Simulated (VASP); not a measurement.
A run of VASP 6.6.1 is set up as follows.

File POSCAR:

```
Cd3C
1.0
    4.1161116148      0.0000000000      0.0000000000
    0.0000000000      4.1161116148      0.0000000000
    0.0000000000      0.0000000000      4.1161116148
Cd C
3 1
Direct
    0.0000000000      0.5000000000      0.5000000000
    0.5000000000      0.0000000000      0.5000000000
    0.5000000000      0.5000000000      0.0000000000
    0.0000000000      0.0000000000      0.0000000000
```

The input INCAR.step1:

```
SYSTEM = Cd3C
PREC = Accurate
ENCUT = 520
ISMEAR = 0
SIGMA = 0.1
LREAL = .False.
LASPH = .True.
NELM = 80
NBANDS = 28
GGA = PE
ALGO = Normal
EDIFF = 1E-4
LWAVE = .True.
LCHARG = .False.
```

File INCAR.step2:

```
SYSTEM = Cd3C
PREC = Accurate
ENCUT = 520
EDIFF = 1E-6
ISMEAR = 0
SIGMA = 0.1
LREAL = .False.
LASPH = .True.
NELM = 80
ALGO = Normal
ISIF = 2
LWAVE = .False.
LCHARG = .True.
METAGGA = R2SCAN
LMIXTAU = .True.
LELF = .True.
LVHAR = .True.
NBANDS = 28
ISTART = 1
```

Contents of KPOINTS:

```
Automatic mesh
0
Gamma
  4 4 4
  0 0 0
```

Potentials or basis: VASP PAW PBE potentials, release 64 (Cd, C).

Command:

```sh
$ cat potpaw_PBE.64/Cd/POTCAR potpaw_PBE.64/C/POTCAR > POTCAR
$ cp INCAR.step1 INCAR
$ mpirun -np 1 vasp_std > vasp.out
$ cp INCAR.step2 INCAR
$ mpirun -np 1 vasp_std > vasp.out
```

**Question.** Predict the pressure.

**Answer.** 0.6 GPa.

**Question.** Estimate the band gap on the k mesh.

**Answer.** Zero (bands 20 and 21 overlap by 0.79 eV).

Caveat: the k points lie up to 0.38 Å⁻¹ apart, too coarse for converged energies and pressures of a metal; the PAW data sets were made with another functional, which shifts forces and pressure a little.
